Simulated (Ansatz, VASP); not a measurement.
## Two plane-wave programs on TaSb

```
Ta Sb
1.0
     0.00000    3.11722    3.11722
     3.11722    0.00000    3.11722
     3.11722    3.11722    0.00000
Ta Sb
1 1
Cartesian
  0.0000 0.0000 0.0000
  1.5586 1.5586 1.5586
```

Alike in both runs: task single point; functional PBE; k mesh 6 × 6 × 6; occupations gaussian, width 0.05 eV; no spin polarisation.

|  | VASP | Ansatz |
| --- | --- | --- |
| version | VASP 6.6.1 | Ansatz 0.2.0 |
| potentials or method | VASP PAW PBE potentials, release 64 (Ta_pv, Sb), cutoff 520 eV | scalar-relativistic, plane waves, PAW |
| valence electrons in the cell | 16 | 28 |

|  | VASP | Ansatz | Ansatz less VASP |
| --- | --- | --- | --- |
| gap on the k mesh at the Fermi level (eV) | none | none | - |
| pressure (GPa) | 1.9 | 1.9 | -0.09 |

A gap of «none» marks a metal or a gap that the smearing closes. The functional is the same, so the differences come from potentials, cutoffs and numerics. VASP's potentials hold 16 valence electrons a cell and Ansatz's 28, so a difference there can come from the potentials and not from the codes.

Neither program's run includes spin-orbit coupling.
